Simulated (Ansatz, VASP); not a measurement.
**One calculation of Sc3Re, two programs**

INCAR

```
SYSTEM = Sc3Re
PREC = Accurate
ENCUT = 600
EDIFF = 1E-7
ISMEAR = 0
SIGMA = 0.1
LREAL = .FALSE.
LASPH = .TRUE.
NELM = 80
ALGO = Fast
ISIF = 3
LWAVE = .FALSE.
LCHARG = .FALSE.
GGA = PE
IBRION = 2
NSW = 90
EDIFFG = -0.04
```

Contents of KPOINTS:

```
regular mesh
0
G
  4 4 4
  0 0 0
```

File POSCAR:

```
Sc3Re
1.0
    4.1338729917      0.0000000000      0.0000000000
    0.0000000000      4.1338729917      0.0000000000
    0.0000000000      0.0000000000      4.1338729917
Sc Re
3 1
Direct
    0.0000000000      0.5000000000      0.5000000000
    0.5000000000      0.0000000000      0.5000000000
    0.5000000000      0.5000000000      0.0000000000
    0.0000000000      0.0000000000      0.0000000000
```

Input for Ansatz:

```yaml
crystal:
  lattice:
    - [4.1338729917, 0.0, 0.0]
    - [0.0, 4.1338729917, 0.0]
    - [0.0, 0.0, 4.1338729917]
  atoms:
    - { symbol: Sc, position: [0.0, 0.5, 0.5] }
    - { symbol: Sc, position: [0.5, 0.0, 0.5] }
    - { symbol: Sc, position: [0.5, 0.5, 0.0] }
    - { symbol: Re, position: [0.0, 0.0, 0.0] }
basis:
  ecutwfc: 420
kpoints:
  mp_grid: { grid: [4, 4, 4] }
hamiltonian:
  xc: pbe
scf:
  occupations: { method: gaussian, width: 0.1 }
  lower_state_search: "off"
output:
  forces: true
  stress: true
  eigenvalues: true
relax:
  adjacent_minimum: "off"
  f_tol: 0.04
  max_steps: 70
  cell: { stress_tol: 0.4 }
```

Alike in both runs: task relaxation of cell and atoms; functional PBE; k mesh 4 × 4 × 4; occupations gaussian, width 0.1 eV; no spin polarisation.

|  | VASP | Ansatz |
| --- | --- | --- |
| version | VASP 6.6.1 | Ansatz 0.2.0 |
| potentials or method | VASP PAW PBE potentials, release 64 (Sc_sv, Re), cutoff 600 eV | scalar-relativistic, plane waves, PAW |
| valence electrons in the cell | 40 | 48 |

```csv
,VASP,Ansatz,Ansatz less VASP
"gap on the k mesh at the Fermi level, each at its own relaxed structure (eV)",none,none,-
relaxed volume (Å³/atom),20.13,20.13,+0.003
relaxed length of the cell vector where the two differ most in proportion (Å),4.318,4.318,+0.0002
```

A gap of «none» marks a metal or a gap that the smearing closes. VASP's potentials hold 40 valence electrons a cell and Ansatz's 48, so a difference there can come from the potentials and not from the codes.

The k mesh is coarse, so the values compare programs but aren't converged. Spin-orbit coupling is off throughout.
